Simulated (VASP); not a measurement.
Set up this calculation in VASP 6.6.1, as the native input.

```
Task                   : single point
Functional             : r2SCAN
Potentials or basis    : VASP PAW PBE potentials, release 64 (Ti_sv)
Cutoff                 : 520 eV
k mesh                 : 10 × 10 × 6
Occupations            : fermi-dirac, width 0.05 eV
Spin                   : no spin polarisation
Dipole correction      : no
Further INCAR settings : ALGO = Normal; EDIFF = 1e-06; NBANDS = 19
```

Crystal: Ti.

```xyz
2
Lattice="2.9012 0.0000 0.0000 -1.4506 2.5125 0.0000 0.0000 0.0000 4.5927" Properties=species:S:1:pos:R:3 pbc="T T T"
Ti    0.0000    1.6750    1.1482
Ti    1.4506    0.8375    3.4446
```

One way to write it, as run:

POSCAR

```
Ti
1.0
    2.9012000000      0.0000000000      0.0000000000
   -1.4506000000      2.5125130000      0.0000000000
    0.0000000000      0.0000000000      4.5927410000
Ti
2
Direct
    0.3333330000      0.6666670000      0.2500000000
    0.6666670000      0.3333330000      0.7500000000
```

INCAR.step1

```
SYSTEM = Ti
PREC = Accurate
ENCUT = 520
ISMEAR = -1
SIGMA = 0.05
LREAL = .False.
LASPH = .True.
NELM = 80
NBANDS = 19
GGA = PE
ALGO = Normal
EDIFF = 1E-4
LWAVE = .True.
LCHARG = .False.
```

INCAR.step2

```
SYSTEM = Ti
PREC = Accurate
ENCUT = 520
EDIFF = 1E-6
ISMEAR = -1
SIGMA = 0.05
LREAL = .False.
LASPH = .True.
NELM = 80
ALGO = Normal
ISIF = 2
LWAVE = .False.
LCHARG = .True.
METAGGA = R2SCAN
LMIXTAU = .True.
LELF = .True.
LVHAR = .True.
NBANDS = 19
ISTART = 1
```

KPOINTS

```
Automatic mesh
0
Gamma
  10 10 6
  0 0 0
```

Potentials or basis: VASP PAW PBE potentials, release 64 (Ti_sv).

Run with:

```bash
$ cat potpaw_PBE.64/Ti_sv/POTCAR > POTCAR
$ cp INCAR.step1 INCAR
$ mpirun -np 1 vasp_std > vasp.out
$ cp INCAR.step2 INCAR
$ mpirun -np 1 vasp_std > vasp.out
```

Results of the run:

| Quantity | Value |
| --- | --- |
| Pressure | 4.6 GPa |
| Band gap on the k mesh | zero (band 12 reaches 9.68 eV, above the bottom of band 13 at 8.46 eV) |

Caveat: the PAW data sets were made with another functional, which shifts forces and pressure a little.

Wall time 3 min on 1 thread of AMD EPYC 7R43 64-Core Processor (Zen 3), with other jobs on the host, peak memory 0.14 GiB.
